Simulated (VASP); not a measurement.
Runs of VASP 6.6.1 on HfZrSe4. The structure is that of space group F-43m (No. 216), or close to it. The cells are those of the table. 

```tsv
task	cell	k mesh	cutoff (eV)	gap on the mesh (eV)	pressure (GPa)	relaxed volume (Å³/atom)	largest force (eV/Å)
single point	a = 5.617 Å, angles 60.0°, 6 atoms	8 × 8 × 8	520	none	-0.1	-	-
single point	a = 5.846 Å, angles 60.0°, 6 atoms	4 × 4 × 4	520	none	-7.1	-	0.14
relaxation of cell and atoms	relaxed from a = 5.846 Å, angles 60.0°, 6 atoms	4 × 4 × 4	600	none	0.0	(a)	0.04
single point	a = 5.628 Å, angles 60.0°, 6 atoms	4 × 4 × 4	520	none	-0.1	-	0.01
relaxation of cell and atoms	relaxed from a = 5.628 Å, angles 60.0°, 6 atoms	8 × 8 × 8	600	none	0.0	20.86	0.01
```

Alike in all rows: level PBE; potentials or basis VASP PAW PBE potentials, release 64 (Zr_sv, Hf_pv, Se); no spin polarisation; smearing gaussian 0.1 eV.

Fill in the values left out.

(a) 20.97.

Caveats: spin-orbit coupling is left out, which moves the levels of the heavy elements.

A k mesh can miss the band edges, and the runs leave out spin-orbit coupling on Hf, Se, Zr.

A gap of «none» marks levels without a gap at the run's occupations.
